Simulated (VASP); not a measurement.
The system is TeP2.

```
Te P
1.0
     4.01237    0.00000    0.00000
    -2.00618    3.47481    0.00000
     0.00000    0.00000    4.33335
Te P
1 2
Direct
  0.00000 0.00000 0.00000
  0.33333 0.66667 0.50000
  0.66667 0.33333 0.50000
```

| Property | Result |
| --- | --- |
| Program | VASP 6.6.1 |
| Task | relaxation of cell and atoms |
| Functional | PBE |
| Potentials or basis | VASP PAW PBE potentials, release 64 (Te, P) |
| Cutoff | 600 eV |
| k mesh | 12 × 12 × 10 |
| Occupations | gaussian, width 0.1 eV |
| Spin | no spin polarisation |

At the start: pressure 2.4 GPa; volume 20.14 Å³/atom.

**Question.** Where does the relaxation end?

**Answer.** Over 6 steps the energy falls by 27.9 meV/atom and the volume is 20.33 Å³/atom (+0.9 %); space group P6/mmm (No. 191, to 0.05 Å).

Step by step:
```csv
step,energy change (eV),largest force (eV/Å),pressure (GPa),volume (Å³)
1,0.0000,0.0000,2.41,60.42
2,-0.0460,0.0000,-0.85,63.08
3,-0.0467,0.0000,-1.23,63.42
4,-0.0664,0.0000,-0.89,62.64
5,-0.0824,0.0000,-0.28,61.43
6,-0.0838,0.0000,-0.04,60.99
```

Final structure:
```
CELL_PARAMETERS angstrom
4.18116 0.00000 0.00000
-2.09058 3.62099 0.00000
0.00000 0.00000 4.02810
ATOMIC_POSITIONS crystal
Te 0.00000 0.00000 0.00000
P 0.33333 0.66667 0.50000
P 0.66667 0.33333 0.50000
```
